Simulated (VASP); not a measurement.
Here is a VASP 6.6.1 calculation.

The input INCAR:

```
SYSTEM = W4C
  PREC = Accurate
  ENCUT = 520
  EDIFF = 1E-6
  ISMEAR = 0
  SIGMA = 0.1
  LREAL = .False.
  LASPH = .True.
  NELM = 60
  ALGO = Normal
  ISIF = 2
  LWAVE = .False.
  LCHARG = .False.
  LDIPOL = .True.
  IDIPOL = 3
  DIPOL = 0.5 0.5 0.357
  GGA = PE
  NBANDS = 38
```

KPOINTS

```
Automatic mesh
0
Gamma
  8 8 1
  0 0 0
```

POSCAR

```
W4C
1.0
    3.1836991688      0.0000000000      0.0000000000
    0.0000000000      3.1836991688      0.0000000000
    0.0000000000      0.0000000000     20.1425775749
W C
4 1
Direct
    0.5000000000      0.5000000000      0.1985843165
    0.0000000000      0.0000000000      0.2776134069
    0.5000000000      0.5000000000      0.3599451800
    0.0000000000      0.0000000000      0.4290700901
    0.0000000000      0.1250000000      0.5197911177
```

Potentials or basis: VASP PAW PBE potentials, release 64 (W_sv, C).

Launch:

```bash
$ cat potpaw_PBE.64/W_sv/POTCAR potpaw_PBE.64/C/POTCAR > POTCAR
$ mpirun -np 1 vasp_std > vasp.out
```

Question: What does it give for the largest force?

Answer: 2.325 eV/Å.

Question: Estimate the band gap on the k mesh.

Answer: Zero (bands 30 and 31 overlap by 0.40 eV).

Forces in eV/Å, atoms in the order of the input:
```
W    0.000 -0.087  2.156
W    0.000  0.150 -2.320
W    0.000 -0.063 -1.669
W    0.000 -0.563  1.728
C    0.000  0.563  0.106
```

Caveat: spin-orbit coupling is left out, which moves the levels of the heavy elements.
